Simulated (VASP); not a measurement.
# PbSe in VASP: notebook, part 2 of 2

VASP 6.6.1. Earlier steps stand in the parts before.

## (5) Single point, PBE (equal xy, yz and zx shear strains of -1 %)

INCAR

```
SYSTEM = PbSe
ALGO = Normal
EDIFF = 1E-7
ENCUT = 520
GGA = PE
ISIF = 2
ISMEAR = -1
LASPH = .True.
LCHARG = .True.
LELF = .True.
LREAL = .False.
LVHAR = .True.
LWAVE = .False.
NBANDS = 17
NELM = 60
PREC = Accurate
SIGMA = 0.01
```

KPOINTS

```
k-points
0
Gamma
  9 9 9
  0 0 0
```

POSCAR

```
PbSe
1.0
   -0.0306215000      3.0468392500      3.0468392500
    3.0468392500     -0.0306215000      3.0468392500
    3.0468392500      3.0468392500     -0.0306215000
Pb Se
1 1
Direct
    0.0000000000      0.0000000000      0.0000000000
    0.5000000000      0.5000000000      0.5000000000
```

Potentials or basis: VASP PAW PBE potentials, release 64 (Pb_d, Se).

The run is started by

```bash
$ cat potpaw_PBE.64/Pb_d/POTCAR potpaw_PBE.64/Se/POTCAR > POTCAR
$ mpirun -np 1 vasp_std > vasp.out
```

OUTCAR:

```text
SYSTEM = PbSe
   EDIFF = 1E-7
   ENCUT = 520
   GGA = PE
   ISIF = 2
   ISMEAR = -1
   LASPH = .True.
   LREAL = .False.
   NELM = 60
   PREC = Accurate

 ion  position               nearest neighbor table
   1  0.000  0.000  0.000-   2 3.06   2 3.06   2 3.06   2 3.06   2 3.06   2 3.06
   2  0.500  0.500  0.500-   1 3.06   1 3.06   1 3.06   1 3.06   1 3.06   1 3.06

  LATTYP: Found a trigonal (rhomboedric) cell.
 ALAT       =     4.3089901957
 COS(alpha) =     0.4899250057

  Lattice vectors:

 A1 = (  -0.0306215000,   3.0468392500,   3.0468392500)
 A2 = (   3.0468392500,  -0.0306215000,   3.0468392500)
 A3 = (   3.0468392500,   3.0468392500,  -0.0306215000)

Analysis of symmetry for initial positions (statically):
=====================================================================
 Subroutine PRICEL returns:
 Original cell was already a primitive cell.

 Routine SETGRP: Setting up the symmetry group for a
 trigonal (rhombohedral) supercell.

 Subroutine GETGRP returns: Found 12 space group operations
 (whereof 12 operations were pure point group operations)
 out of a pool of 12 trial point group operations.

The static configuration has the point symmetry D_3d.

Analysis of symmetry for dynamics (positions and initial velocities):
=====================================================================
 Subroutine PRICEL returns:
 Original cell was already a primitive cell.

 Routine SETGRP: Setting up the symmetry group for a
 trigonal (rhombohedral) supercell.

 Subroutine GETGRP returns: Found 12 space group operations
 (whereof 12 operations were pure point group operations)
 out of a pool of 12 trial point group operations.

The dynamic configuration has the point symmetry D_3d.

 Subroutine INISYM returns: Found 12 space group operations
[... 104 lines left out ...]
   ISYM   =      2    0-nonsym 1-usesym 2-fastsym
   POTIM  = 0.5000    time-step for ionic-motion
   TEBEG  =    0.0;   TEEND  =   0.0 temperature during run
   PSTRESS=    0.0 pullay stress
   NELECT =      20.0000    total number of electrons
   NUPDOWN=      -1.0000    fix difference up-down
   EMIN   =  10.00;   EMAX   =-10.00  energy-range for DOS
   EFERMI =   0.00;   METHOD = LEGACY
   ISMEAR =    -1;   SIGMA  =   0.01  broadening in eV -4-tet -1-fermi 0-gaus
   EFERMI_NEDOS =   21; number of points for ismear=-14 and -15
   IALGO  =     38    algorithm
   IMIX   =      4    mixing-type and parameters
     AMIX     =   0.40;   BMIX     =  1.00
     AMIX_MAG =   1.60;   BMIX_MAG =  1.00
  volume/ion in A,a.u.               =      28.71       193.75
  Fermi-wavevector in a.u.,A,eV,Ry     =   1.151841  2.176664 18.051367  1.326738
  Thomas-Fermi vector in A             =   2.288496
   LORBIT       =      0    0 simple, 1 ext, 2 COOP (PROOUT), +10 PAW based schemes
   GGA     = PE    functional components
   LHFCALC =     F    Hartree Fock is set to
   AEXX    =    0.0000 exact exchange contribution
   IVDW    =     0    specifies the selected vdW correction
   LEPSILON=     F    determine dielectric tensor
   LRPA    =     F    only Hartree local field effects (RPA)
 non-spin polarized calculation
  energy-cutoff  :      520.00
  volume of cell :       57.42
 maximum number of plane-waves:      1563
   NGX = 17   NGY = 17   NGZ = 17

 number of electron      20.0000000 magnetization

 Free energy of the ion-electron system (eV)
  ---------------------------------------------------
  ext. energy  EPLUGINS =         0.00000000
  ---------------------------------------------------
  free energy    TOTEN  =        -8.17857783 eV

  energy without entropy =       -8.17857783  energy(sigma->0) =       -8.17857783

 E-fermi :   5.1092     XC(G=0):  -9.5241

 val. band max:        4.8916527567   @ k =   0.4444  -0.0000  -0.0000
 cond. band min:       5.4936231402   @ k =   0.4444   0.4444   0.4444
 fundamental gap:      0.6019703836
 Fermi energy:         5.1092218920

 k-point     1 :       0.0000    0.0000    0.0000
  band No.  band energies     occupation
      1     -11.7847      2.00000
      2     -11.7847      2.00000
      3     -11.7845      2.00000
      4     -11.7780      2.00000
      5     -11.7780      2.00000
      6      -8.5305      2.00000
[... 457 lines left out ...]
      4     -11.7416      2.00000
      5     -11.7395      2.00000
      6      -7.1571      2.00000
[... 9 lines left out ...]
     16      16.5345      0.00000
     17      17.5559      0.00000

 [... further k-points ...]
[... 5 lines left out ...]
  --------------------------------------------------------------------------------------
  -------------------------------------------------------------------------------------
  Total        0.8296102      0.8296102      0.8296102      0.0592705      0.0592705      0.0592705
  in kB       23.1477075     23.1477075     23.1477075      1.6537599      1.6537599      1.6537599
  external PRESSURE =      23.1477075 kB  Pullay stress =       0.0000000 kB

 VOLUME and BASIS-vectors are now :
 -----------------------------------------------------------------------------
  energy-cutoff  :      520.00
  volume of cell :       57.42
      direct lattice vectors                 reciprocal lattice vectors
    -0.030621500  3.046839250  3.046839250    -0.161651045  0.163292173  0.163292173
     3.046839250 -0.030621500  3.046839250     0.163292173 -0.161651045  0.163292173
     3.046839250  3.046839250 -0.030621500     0.163292173  0.163292173 -0.161651045

 POSITION                                       TOTAL-FORCE (eV/Angst)
 -----------------------------------------------------------------------------------
      0.00000      0.00000      0.00000        -0.000000      0.000000     -0.000000
      3.03153      3.03153      3.03153         0.000000     -0.000000      0.000000
 -----------------------------------------------------------------------------------
    total drift:                                0.000000     -0.000000     -0.000000

  FREE ENERGIE OF THE ION-ELECTRON SYSTEM (eV)
  ---------------------------------------------------
  free  energy   TOTEN  =        -8.1785778327 eV

  energy  without entropy=       -8.1785778327  energy(sigma->0) =       -8.17857783
```

OSZICAR:

```text
N       E                     dE             d eps       ncg     rms          rms(c)
DAV:   1     0.156325757362E+03    0.15633E+03   -0.95113E+03  2898   0.120E+03
DAV:   2     0.321573569355E+01   -0.15311E+03   -0.14750E+03  3066   0.310E+02
DAV:   3    -0.818932761387E+01   -0.11405E+02   -0.11284E+02  3641   0.889E+01
DAV:   4    -0.845925039796E+01   -0.26992E+00   -0.26967E+00  3627   0.151E+01
DAV:   5    -0.846820670133E+01   -0.89563E-02   -0.89559E-02  4085   0.269E+00    0.277E+00
DAV:   6    -0.818030531792E+01    0.28790E+00   -0.70858E-01  4360   0.578E+00    0.157E+00
DAV:   7    -0.817553785037E+01    0.47675E-02   -0.12041E-01  3595   0.166E+00    0.856E-01
DAV:   8    -0.817894452612E+01   -0.34067E-02   -0.13124E-02  3493   0.125E+00    0.159E-01
DAV:   9    -0.817850812938E+01    0.43640E-03   -0.28263E-03  4500   0.517E-01    0.512E-02
DAV:  10    -0.817857106978E+01   -0.62940E-04   -0.23208E-04  3385   0.868E-02    0.191E-02
DAV:  11    -0.817857780948E+01   -0.67397E-05   -0.61928E-05  3863   0.786E-02    0.901E-03
DAV:  12    -0.817857780850E+01    0.97907E-09   -0.33536E-06  3707   0.130E-02    0.239E-03
DAV:  13    -0.817857783268E+01   -0.24178E-07   -0.13053E-07  3023   0.387E-03
   1 F= -.81785778E+01 E0= -.81785778E+01  d E =-.133278E-11
```

Run time: 50 s. Hardware: 1 thread of Intel Xeon Platinum 8488C (Sapphire Rapids), shared host; peak memory 0.23 GiB.

Results:

| Quantity | Value |
| --- | --- |
| Free energy | -8.1786 eV |
| Pressure | 2.3 GPa |
| Band gap on the k mesh | 0.60 eV, indirect (least direct gap 0.68 eV) |

Stress tensor (GPa, compression positive):
```
2.31 0.17 0.17
0.17 2.31 0.17
0.17 0.17 2.31
```

Levels at points of the mesh, in eV from the valence-band top:
| k point | band 6 | band 7 | band 8 | band 9 | band 10 | band 11 | band 12 | band 13 | band 14 | band 15 |
| --- | --- | --- | --- | --- | --- | --- | --- | --- | --- | --- |
| (0.00, 0.00, 0.00) | -13.42 | -6.15 | -1.75 | -1.75 | -1.63 | 4.85 | 4.88 | 4.88 | 6.61 | 6.61 |

Caveat: the cell differs from its parent crystal (equal xy, yz and zx shear strains of -1 %); spin-orbit coupling is left out, which moves the levels of the heavy elements.

## (6) Single point, PBE (equal xy, yz and zx shear strains of +2 %)

INCAR

```
ALGO = Normal ; EDIFF = 1E-6
ENCUT = 520 ; GGA = PE
ISIF = 2 ; ISMEAR = -1
LASPH = T ; LCHARG = F
LREAL = F ; LWAVE = F
NBANDS = 17 ; NELM = 60
PREC = Accurate ; SIGMA = 0.01
```

KPOINTS

```
k-points
0
Gamma
  9 9 9
```

POSCAR

```
PbSe
1.0
    0.0612430000      3.0927715000      3.0927715000
    3.0927715000      0.0612430000      3.0927715000
    3.0927715000      3.0927715000      0.0612430000
Pb Se
1 1
Direct
    0.0000000000      0.0000000000      0.0000000000
    0.5000000000      0.5000000000      0.5000000000
```

Potentials or basis: VASP PAW PBE potentials, release 64 (Pb_d, Se).

The run is started by

```bash
$ cat potpaw_PBE.64/Pb_d/POTCAR potpaw_PBE.64/Se/POTCAR > POTCAR
$ mpirun -np 1 vasp_std > vasp.out
```

It took 72 s on 1 thread of Intel Xeon Platinum 8488C (Sapphire Rapids), shared host; peak memory 0.25 GiB.

It converged, with:

- Free energy: -8.1756 eV
- Pressure: 2.3 GPa
- Band gap on the k mesh: 0.52 eV, indirect (least direct gap 0.67 eV)

Stress tensor (GPa, compression positive):
```
 2.31 -0.35 -0.35
-0.35  2.31 -0.35
-0.35 -0.35  2.31
```

Levels at points of the mesh, in eV from the valence-band top:
```tsv
k point	band 8	band 9	band 10	band 11	band 12	band 13
(0.00, 0.00, 0.00)	-1.97	-1.72	-1.72	4.76	4.76	4.81
```

Caveat: the cell differs from its parent crystal (equal xy, yz and zx shear strains of +2 %); spin-orbit coupling is left out, which moves the levels of the heavy elements.

## (7) Summary

```csv
cell,gap on the mesh (eV),pressure (GPa)
"a = 4.287, b = 4.287, c = 4.244 Å, angles 60.3, 60.3, 59.3°, 2 atoms",0.64,4.9
"a = 4.352, b = 4.352, c = 4.374 Å, angles 59.8, 59.8, 60.3°, 2 atoms",0.72,1.2
"a = 4.267 Å, angles 62.0°, 2 atoms",0.42,2.3
"a = 4.309 Å, angles 60.7°, 2 atoms",0.60,2.3
"a = 4.374 Å, angles 58.7°, 2 atoms",0.52,2.3
```

Alike in all rows: task single point; level PBE; potentials or basis VASP PAW PBE potentials, release 64 (Pb_d, Se); no spin polarisation; k mesh 9 × 9 × 9; cutoff (eV) 520; smearing fermi-dirac 0.01 eV.

Caveats: spin-orbit coupling is left out, which moves the levels of the heavy elements.

Total energies depend on the potentials used, so only differences within one code and one set of settings carry meaning.
